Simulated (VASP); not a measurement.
# HfB in VASP: a series of runs, part 2 of 2

VASP 6.6.1.

## Step 3: Electric field gradients, LDA (equal xx and yy strain of +2 %)

INCAR

```
SYSTEM = HfB
PREC = Accurate ; ENCUT = 520
EDIFF = 1E-8 ; ISMEAR = -1
SIGMA = 0.05 ; LREAL = .False.
LASPH = .True. ; NELM = 100
ALGO = Normal ; ISIF = 2
LWAVE = .False. ; LCHARG = .False.
LEFG = .True. ; NBANDS = 14
```

KPOINTS

```
regular mesh
0
Gamma
  15 15 15
  0 0 0
```

POSCAR

```
HfB
1.0
    0.0000000000      2.3562000000      2.3100000000
    2.3562000000      0.0000000000      2.3100000000
    2.3562000000      2.3562000000      0.0000000000
Hf B
1 1
Direct
    0.5000000000      0.5000000000      0.5000000000
    0.0000000000      0.0000000000      0.0000000000
```

Potentials or basis: VASP PAW LDA potentials, release 64 (Hf_pv, B).

The run is started by

```bash
$ cat potpaw_LDA.64/Hf_pv/POTCAR potpaw_LDA.64/B/POTCAR > POTCAR
$ mpirun -np 1 vasp_std > vasp.out
```

OUTCAR:

```text
SYSTEM = HfB
   PREC = Accurate
   ENCUT = 520
   EDIFF = 1E-8
   ISMEAR = -1
   LREAL = .False.
   LASPH = .True.
   NELM = 100
   ISIF = 2

 ion  position               nearest neighbor table
   1  0.500  0.500  0.500-   2 2.31   2 2.31   2 2.36   2 2.36   2 2.36   2 2.36
   2  0.000  0.000  0.000-   1 2.31   1 2.31   1 2.36   1 2.36   1 2.36   1 2.36

  LATTYP: Found a body centered tetragonal cell.
 ALAT       =     3.3321699957
 C/A-ratio  =     1.3864838847

  Lattice vectors:

 A1 = (   0.0000000000,  -2.3562000000,  -2.3100000000)
 A2 = (   0.0000000000,   2.3562000000,  -2.3100000000)
 A3 = (   2.3562000000,   0.0000000000,   2.3100000000)

Analysis of symmetry for initial positions (statically):
=====================================================================
 Subroutine PRICEL returns:
 Original cell was already a primitive cell.

 Routine SETGRP: Setting up the symmetry group for a
 body centered tetragonal supercell.

 Subroutine GETGRP returns: Found 16 space group operations
 (whereof 16 operations were pure point group operations)
 out of a pool of 16 trial point group operations.

The static configuration has the point symmetry D_4h.

Analysis of symmetry for dynamics (positions and initial velocities):
=====================================================================
 Subroutine PRICEL returns:
 Original cell was already a primitive cell.

 Routine SETGRP: Setting up the symmetry group for a
 body centered tetragonal supercell.

 Subroutine GETGRP returns: Found 16 space group operations
 (whereof 16 operations were pure point group operations)
 out of a pool of 16 trial point group operations.
[... 553 lines left out ...]
      5       4.4065      1.99970
      6       5.4830      0.00001
      7       6.0082      0.00000
      8       6.6732      0.00000
      9       9.0718      0.00000
     10      10.5253      0.00000
     11      11.0537      0.00000
     12      13.6264      0.00000
     13      18.7614      0.00000
     14      18.8846      0.00000

 [... further k-points ...]

------------------------ aborting loop because EDIFF is reached ----------------------------------------

  FORCE on cell =-STRESS in cart. coord.  units (eV):
  Direction    XX          YY          ZZ          XY          YZ          ZX
  --------------------------------------------------------------------------------------
  -------------------------------------------------------------------------------------
  Total        1.1789594      1.1789594      2.5944278      0.0000000      0.0000000     -0.0000000
  in kB       73.6449815     73.6449815    162.0637546      0.0000000      0.0000000     -0.0000000
  external PRESSURE =     103.1179059 kB  Pullay stress =       0.0000000 kB

 VOLUME and BASIS-vectors are now :
 -----------------------------------------------------------------------------
  energy-cutoff  :      520.00
  volume of cell :       25.65
      direct lattice vectors                 reciprocal lattice vectors
     0.000000000  2.356200000  2.310000000    -0.212206095  0.212206095  0.216450216
     2.356200000  0.000000000  2.310000000     0.212206095 -0.212206095  0.216450216
     2.356200000  2.356200000  0.000000000     0.212206095  0.212206095 -0.216450216

 POSITION                                       TOTAL-FORCE (eV/Angst)
 -----------------------------------------------------------------------------------
      2.35620      2.35620      2.31000        -0.000000     -0.000000      0.000000
      0.00000      0.00000      0.00000         0.000000      0.000000      0.000000
 -----------------------------------------------------------------------------------
    total drift:                                0.000000      0.000000      0.000000

  FREE ENERGIE OF THE ION-ELECTRON SYSTEM (eV)
  ---------------------------------------------------
  free  energy   TOTEN  =       -18.9601742752 eV

  energy  without entropy=      -18.9521310637  energy(sigma->0) =      -18.95615267

 Electric field gradients (V/A^2)
---------------------------------------------------------------------
 ion       V_xx      V_yy      V_zz      V_xy      V_xz      V_yz
---------------------------------------------------------------------
   1      16.200    16.200   -32.400    -0.000    -0.000    -0.000
   2       0.263     0.263    -0.527    -0.000    -0.000    -0.000
---------------------------------------------------------------------

 Electric field gradients after diagonalization (V/A^2)
 (convention: |V_zz| > |V_xx| > |V_yy|)
----------------------------------------------------------------------
 ion       V_xx      V_yy      V_zz     asymmetry (V_yy - V_xx)/ V_zz
----------------------------------------------------------------------
   1      16.200    16.200   -32.400       0.000
   2       0.263     0.263    -0.527       0.000
----------------------------------------------------------------------

           NMR quadrupolar parameters

 Cq : quadrupolar parameter    Cq=e*Q*V_zz/h
 eta: asymmetry parameters     (V_yy - V_xx)/ V_zz
 Q  : nuclear electric quadrupole moment in mb (millibarn)
----------------------------------------------------------------------
 ion       Cq(MHz)       eta       Q (mb)
----------------------------------------------------------------------
   1      -0.078       0.000       1.000
   2      -0.001       0.000       1.000
----------------------------------------------------------------------
```

OSZICAR:

```text
N       E                     dE             d eps       ncg     rms          rms(c)
DAV:   1     0.197321444736E+02    0.19732E+02   -0.69645E+03  8072   0.863E+02
DAV:   2    -0.196715091175E+02   -0.39404E+02   -0.37486E+02 10062   0.191E+02
DAV:   3    -0.206654413801E+02   -0.99393E+00   -0.98675E+00 10164   0.208E+01
DAV:   4    -0.206690018286E+02   -0.35604E-02   -0.35601E-02  9376   0.154E+00
DAV:   5    -0.206690219621E+02   -0.20133E-04   -0.20134E-04 10334   0.104E-01    0.634E+01
DAV:   6    -0.190117216938E+02    0.16573E+01   -0.27865E+00  9804   0.101E+01    0.400E+01
DAV:   7    -0.189939490315E+02    0.17773E-01   -0.96626E-01 10560   0.546E+00    0.101E+01
DAV:   8    -0.189599913019E+02    0.33958E-01   -0.10402E-01  9012   0.193E+00    0.112E+00
DAV:   9    -0.189601753256E+02   -0.18402E-03   -0.44210E-03  9990   0.480E-01    0.232E-01
DAV:  10    -0.189601749312E+02    0.39440E-06   -0.34458E-05  9848   0.401E-02    0.420E-02
DAV:  11    -0.189601744853E+02    0.44582E-06   -0.15102E-06  9672   0.804E-03    0.256E-02
DAV:  12    -0.189601742748E+02    0.21049E-06   -0.51912E-07  9816   0.549E-03    0.523E-04
DAV:  13    -0.189601742752E+02   -0.30695E-09   -0.13993E-08  7604   0.957E-04
   1 F= -.18960174E+02 E0= -.18956153E+02  d E =-.804321E-02
```

Run time: 53 s. Hardware: 1 thread of AMD EPYC 9R45 (Zen 5), shared host; peak memory 0.2 GiB.

Results:

- Free energy: -18.9602 eV
- Pressure: 10.3 GPa
- Band gap on the k mesh: zero (an odd number of electrons rules out a gap without spin polarisation)
- Largest electric field gradient by atom: Hf -32.4; B -0.5 V/Å²

Stress tensor (GPa, compression positive):
```
 7.36  0.00  0.00
 0.00  7.36  0.00
 0.00  0.00 16.21
```

Electric field gradients, principal values (V/Å²):
```
atom   least  middle  greatest (by size)
1 Hf  16.200  16.200             -32.400
 2 B   0.263   0.263              -0.527
```

Caveat: the cell differs from its parent crystal (equal xx and yy strain of +2 %); the cell stands under pressure; without QUAD_EFG the Cq values of the log hold for a quadrupole moment of 1 mb, not for the nuclei; spin-orbit coupling is left out, which moves the levels of the heavy elements.

## Step 4: Electric field gradients, LDA (12.20 Å³/atom)

This run uses another cell than the first one, of 12.20 Å³/atom.

INCAR

```
SYSTEM = HfB
PREC = Accurate
ENCUT = 520
EDIFF = 1E-8
ISMEAR = -1
SIGMA = 0.05
LREAL = .False.
LASPH = .True.
NELM = 80
ALGO = Normal
ISIF = 2
LWAVE = .False.
LCHARG = .False.
LEFG = .True.
NBANDS = 14
```

KPOINTS

```
Automatic mesh
0
Gamma
  15 15 15
  0 0 0
```

POSCAR

```
HfB
1.0
    0.0000000000      2.3022741898      2.3022741898
    2.3022741898      0.0000000000      2.3022741898
    2.3022741898      2.3022741898      0.0000000000
Hf B
1 1
Direct
    0.5000000000      0.5000000000      0.5000000000
    0.0000000000      0.0000000000      0.0000000000
```

Potentials or basis: VASP PAW LDA potentials, release 64 (Hf_pv, B).

The run is started by

```bash
$ cat potpaw_LDA.64/Hf_pv/POTCAR potpaw_LDA.64/B/POTCAR > POTCAR
$ mpirun -np 1 vasp_std > vasp.out
```

OUTCAR:

```text
SYSTEM = HfB
   PREC = Accurate
   ENCUT = 520
   EDIFF = 1E-8
   ISMEAR = -1
   LREAL = .False.
   LASPH = .True.
   NELM = 80
   ISIF = 2

 ion  position               nearest neighbor table
   1  0.500  0.500  0.500-   2 2.30   2 2.30   2 2.30   2 2.30   2 2.30   2 2.30
   2  0.000  0.000  0.000-   1 2.30   1 2.30   1 2.30   1 2.30   1 2.30   1 2.30

  LATTYP: Found a face centered cubic cell.
 ALAT       =     4.6045483796

  Lattice vectors:

 A1 = (   0.0000000000,   2.3022741898,   2.3022741898)
 A2 = (   2.3022741898,   0.0000000000,   2.3022741898)
 A3 = (   2.3022741898,   2.3022741898,   0.0000000000)

Analysis of symmetry for initial positions (statically):
=====================================================================
 Subroutine PRICEL returns:
 Original cell was already a primitive cell.

 Routine SETGRP: Setting up the symmetry group for a
 face centered cubic supercell.

 Subroutine GETGRP returns: Found 48 space group operations
 (whereof 48 operations were pure point group operations)
 out of a pool of 48 trial point group operations.

The static configuration has the point symmetry O_h .

Analysis of symmetry for dynamics (positions and initial velocities):
=====================================================================
 Subroutine PRICEL returns:
 Original cell was already a primitive cell.

 Routine SETGRP: Setting up the symmetry group for a
 face centered cubic supercell.

 Subroutine GETGRP returns: Found 48 space group operations
 (whereof 48 operations were pure point group operations)
 out of a pool of 48 trial point group operations.

The dynamic configuration has the point symmetry O_h .

 Subroutine INISYM returns: Found 48 space group operations
 (whereof 48 operations are pure point group operations),
 and found     1 'primitive' translations

----------------------------------------------------------------------------------------

                                     Primitive cell

  volume of cell :      24.4063

  direct lattice vectors                    reciprocal lattice vectors
     0.000000000  2.302274190  2.302274190    -0.217176565  0.217176565  0.217176565
     2.302274190  0.000000000  2.302274190     0.217176565 -0.217176565  0.217176565
     2.302274190  2.302274190  0.000000000     0.217176565  0.217176565 -0.217176565

  length of vectors
     3.255907384  3.255907384  3.255907384     0.376160845  0.376160845  0.376160845

  position of ions in fractional coordinates (direct lattice)
     0.500000000  0.500000000  0.500000000
     0.000000000  0.000000000  0.000000000

  ion indices of the primitive-cell ions
   primitive index   ion index
                 1           1
                 2           2

----------------------------------------------------------------------------------------

 KPOINTS: Automatic mesh

Automatic generation of k-mesh.
 Grid dimensions read from file:
 generate k-points for:   15   15   15

 Generating k-lattice:

[... 80 lines left out ...]
     AMIX     =   0.40;   BMIX     =  1.00
     AMIX_MAG =   1.60;   BMIX_MAG =  1.00
  volume/ion in A,a.u.               =      12.20        82.35
  Fermi-wavevector in a.u.,A,eV,Ry     =   1.327055  2.507770 23.960878  1.761075
  Thomas-Fermi vector in A             =   2.456396
   LORBIT       =      0    0 simple, 1 ext, 2 COOP (PROOUT), +10 PAW based schemes
   GGA     = CA    functional components
   LHFCALC =     F    Hartree Fock is set to
   AEXX    =    0.0000 exact exchange contribution
   IVDW    =     0    specifies the selected vdW correction
   LEPSILON=     F    determine dielectric tensor
   LRPA    =     F    only Hartree local field effects (RPA)
 non-spin polarized calculation
  energy-cutoff  :      520.00
  volume of cell :       24.41
 maximum number of plane-waves:       680
   NGX = 13   NGY = 13   NGZ = 13

 number of electron      13.0000002 magnetization

 Free energy of the ion-electron system (eV)
  ---------------------------------------------------
  ext. energy  EPLUGINS =         0.00000000
  ---------------------------------------------------
  free energy    TOTEN  =       -18.84318465 eV

  energy without entropy =      -18.83513542  energy(sigma->0) =      -18.83916003

 E-fermi :   5.1683     XC(G=0): -12.5003

 val. band max:        5.1396690706   @ k =   0.2667   0.2667   0.0000
 cond. band min:       5.1945673279   @ k =   0.4000   0.2667   0.1333
 fundamental gap:      0.0548982573
 Fermi energy:         5.1682874655

 k-point     1 :       0.0000    0.0000    0.0000
  band No.  band energies     occupation
      1     -22.9555      2.00000
      2     -22.9555      2.00000
      3     -22.9555      2.00000
      4      -4.3065      2.00000
      5       7.2846      0.00000
      6       7.2846      0.00000
      7       7.2846      0.00000
      8       9.1545      0.00000
      9       9.1545      0.00000
     10       9.1545      0.00000
     11       9.3561      0.00000
     12       9.3561      0.00000
     13      16.9551      0.00000
     14      18.4321      0.00000
[... 377 lines left out ...]
      1     -23.1754      2.00000
      2     -23.0240      2.00000
      3     -23.0155      2.00000
      4      -3.2036      2.00000
      5       4.6809      1.99988
      6       5.8026      0.00001
      7       6.5150      0.00000
      8       7.1127      0.00000
      9       9.6468      0.00000
     10      11.0154      0.00000
     11      11.6303      0.00000
     12      14.4704      0.00000
     13      19.4317      0.00000
     14      19.5371      0.00000

 [... further k-points ...]

------------------------ aborting loop because EDIFF is reached ----------------------------------------

  FORCE on cell =-STRESS in cart. coord.  units (eV):
  Direction    XX          YY          ZZ          XY          YZ          ZX
  --------------------------------------------------------------------------------------
  -------------------------------------------------------------------------------------
  Total        3.4645723      3.4645723      3.4645723      0.0000000      0.0000000     -0.0000000
  in kB      227.4359309    227.4359309    227.4359309      0.0000000      0.0000000     -0.0000000
  external PRESSURE =     227.4359309 kB  Pullay stress =       0.0000000 kB

 VOLUME and BASIS-vectors are now :
 -----------------------------------------------------------------------------
  energy-cutoff  :      520.00
  volume of cell :       24.41
      direct lattice vectors                 reciprocal lattice vectors
     0.000000000  2.302274190  2.302274190    -0.217176565  0.217176565  0.217176565
     2.302274190  0.000000000  2.302274190     0.217176565 -0.217176565  0.217176565
     2.302274190  2.302274190  0.000000000     0.217176565  0.217176565 -0.217176565

 POSITION                                       TOTAL-FORCE (eV/Angst)
 -----------------------------------------------------------------------------------
      2.30227      2.30227      2.30227         0.000000     -0.000000     -0.000000
      0.00000      0.00000      0.00000        -0.000000      0.000000      0.000000
 -----------------------------------------------------------------------------------
    total drift:                               -0.000000     -0.000000      0.000000

  FREE ENERGIE OF THE ION-ELECTRON SYSTEM (eV)
  ---------------------------------------------------
  free  energy   TOTEN  =       -18.8431846509 eV

  energy  without entropy=      -18.8351354153  energy(sigma->0) =      -18.83916003

 Electric field gradients (V/A^2)
---------------------------------------------------------------------
 ion       V_xx      V_yy      V_zz      V_xy      V_xz      V_yz
---------------------------------------------------------------------
   1      -0.000     0.000    -0.000    -0.000    -0.000    -0.000
   2      -0.000    -0.000    -0.000     0.000     0.000     0.000
---------------------------------------------------------------------

 Electric field gradients after diagonalization (V/A^2)
 (convention: |V_zz| > |V_xx| > |V_yy|)
----------------------------------------------------------------------
 ion       V_xx      V_yy      V_zz     asymmetry (V_yy - V_xx)/ V_zz
----------------------------------------------------------------------
   1       0.000     0.000    -0.000       0.000
   2      -0.000    -0.000     0.000       0.000
----------------------------------------------------------------------

           NMR quadrupolar parameters

 Cq : quadrupolar parameter    Cq=e*Q*V_zz/h
 eta: asymmetry parameters     (V_yy - V_xx)/ V_zz
 Q  : nuclear electric quadrupole moment in mb (millibarn)
----------------------------------------------------------------------
 ion       Cq(MHz)       eta       Q (mb)
----------------------------------------------------------------------
   1      -0.000       0.000       1.000
   2       0.000       0.000       1.000
----------------------------------------------------------------------
```

Wall time 23 s (1 thread of Intel Xeon Platinum 8375C at 2.90GHz (Ice Lake), shared host); peak memory 0.15 GiB.

What came out:

```yaml
Free_energy: -18.8432 eV
Pressure: 22.7 GPa
Band_gap_on_the_k_mesh: zero (an odd number of electrons rules out a gap without spin polarisation)
Largest_electric_field_gradient_by_atom: zero within the noise of the run
```

Caveat: the cell stands under pressure; spin-orbit coupling is left out, which moves the levels of the heavy elements.

## Step 5: The runs side by side

```tsv
cell	gap on the mesh (eV)	pressure (GPa)
a = 3.251, b = 3.251, c = 3.234 Å, angles 60.2, 60.2, 59.7°, 2 atoms	none	25.6
a = 3.300, b = 3.300, c = 3.332 Å, angles 59.7, 59.7, 60.7°, 2 atoms	none	10.3
a = 3.256 Å, angles 60.0°, 2 atoms	none	22.7
```

Alike in all rows: task electric field gradients; level LDA; potentials or basis VASP PAW LDA potentials, release 64 (Hf_pv, B); no spin polarisation; k mesh 15 × 15 × 15; cutoff (eV) 520; smearing fermi-dirac 0.05 eV.

Caveats: the cell stands under pressure; spin-orbit coupling is left out, which moves the levels of the heavy elements.

Total energies depend on the potentials used, so only differences within one code and one set of settings carry meaning.
